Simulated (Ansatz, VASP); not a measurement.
**Ti: VASP beside Ansatz**

File INCAR:

```
SYSTEM = Ti
PREC = Accurate
ENCUT = 600
EDIFF = 1E-6
ISMEAR = 0
SIGMA = 0.1
LREAL = .FALSE.
LASPH = .TRUE.
NELM = 80
ALGO = Fast
ISIF = 3
LWAVE = .FALSE.
LCHARG = .FALSE.
GGA = PS
IBRION = 2
NSW = 80
EDIFFG = -0.015
```

File KPOINTS:

```
regular mesh
0
G
  12 12 12
  0 0 0
```

File POSCAR:

```
Ti
1.0
    0.0000000000     -3.2102321257      3.2102321257
    3.2102321257     -3.2102321257      0.0000000000
    3.2102321257      0.0000000000      3.2102321257
Ti
4
Direct
    0.0000000000      0.0000000000      0.0000000000
    0.2500000000      0.2500000000      0.2500000000
    0.5000000000      0.5000000000      0.5000000000
    0.7500000000      0.7500000000      0.7500000000
```

Input for Ansatz:

```yaml
crystal:
  lattice:
    - [0.0, -3.2102321257, 3.2102321257]
    - [3.2102321257, -3.2102321257, 0.0]
    - [3.2102321257, 0.0, 3.2102321257]
  atoms:
    - { symbol: Ti, position: [0.0, 0.0, 0.0] }
    - { symbol: Ti, position: [0.25, 0.25, 0.25] }
    - { symbol: Ti, position: [0.5, 0.5, 0.5] }
    - { symbol: Ti, position: [0.75, 0.75, 0.75] }
basis:
  ecutwfc: 420
kpoints:
  mp_grid: { grid: [12, 12, 12] }
hamiltonian:
  xc: pbesol
scf:
  occupations: { method: gaussian, width: 0.1 }
output:
  forces: true
  stress: true
  eigenvalues: true
relax:
  adjacent_minimum: "off"
  f_tol: 0.015
  max_steps: 60
  cell: { stress_tol: 0.15 }
```

Alike in both runs: task relaxation of cell and atoms; functional PBEsol; k mesh 12 × 12 × 12; occupations gaussian, width 0.1 eV; no spin polarisation.

|  | VASP | Ansatz |
| --- | --- | --- |
| version | VASP 6.6.1 | Ansatz 0.2.0 |
| potentials or method | VASP PAW PBE potentials, release 64 (Ti_sv), cutoff 600 eV | scalar-relativistic, plane waves, PAW |
| valence electrons in the cell | 48 | 48 |

|  | VASP | Ansatz | Ansatz less VASP |
| --- | --- | --- | --- |
| gap on the k mesh at the Fermi level, each at its own relaxed structure (eV) | none | none | - |
| relaxed volume (Å³/atom) | 16.49 | 16.54 | +0.054 |
| relaxed cell length with the largest relative difference (Å) | 4.535 | 4.540 | +0.0050 |

VASP's potentials were made for PBE, not for PBEsol. A gap of «none» marks a metal or a gap that the smearing closes.

Noted on VASP's run: too few bands were computed for a metal, which touches its energy and stress.
